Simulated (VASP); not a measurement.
AgAu:

```xyz
2
Lattice="2.9352 0.0000 0.0000 -1.4676 2.5419 0.0000 0.0000 0.0000 4.6969" Properties=species:S:1:pos:R:3 pbc="T T T"
Ag    0.0000    0.0000    2.3485
Au    1.4676    0.8473    0.0000
```

| Item | Value |
| --- | --- |
| Program | VASP 6.6.1 |
| Task | relaxation of cell and atoms |
| Functional | PBEsol |
| Potentials or basis | VASP PAW PBE potentials, release 64 (Ag, Au) |
| Cutoff | 600 eV |
| k mesh | 8 × 8 × 5 |
| Occupations | fermi-dirac, width 0.1 eV |
| Spin | no spin polarisation |

At the start: pressure -4.8 GPa; volume 17.52 Å³/atom.

**Question.** Where does the relaxation end?

**Answer.** Over 9 steps the energy falls by 11.4 meV/atom and the volume is 16.86 Å³/atom (-3.8 %); space group P-6m2 (No. 187, to 0.05 Å).

The path:
```tsv
step	energy change (eV)	largest force (eV/Å)	pressure (GPa)	volume (Å³)
1	0.0000	0.0000	-4.79	35.04
2	0.0015	0.0000	6.11	32.45
3	-0.0212	0.0000	0.08	33.72
4	-0.0212	0.0000	0.18	33.70
5	-0.0224	0.0000	0.15	33.69
6	-0.0228	0.0000	0.12	33.69
7	-0.0228	0.0000	0.13	33.69
8	-0.0228	0.0000	-0.14	33.76
9	-0.0228	0.0000	0.00	33.72
```

Final structure:
```
Ag Au
1.0
     2.87983    0.00000    0.00000
    -1.43991    2.49401    0.00000
     0.00000    0.00000    4.69439
Ag Au
1 1
Direct
  0.00000 0.00000 0.50000
  0.66667 0.33333 0.00000
```

Caveat: the PAW data sets were made with another functional, which shifts forces and pressure a little.
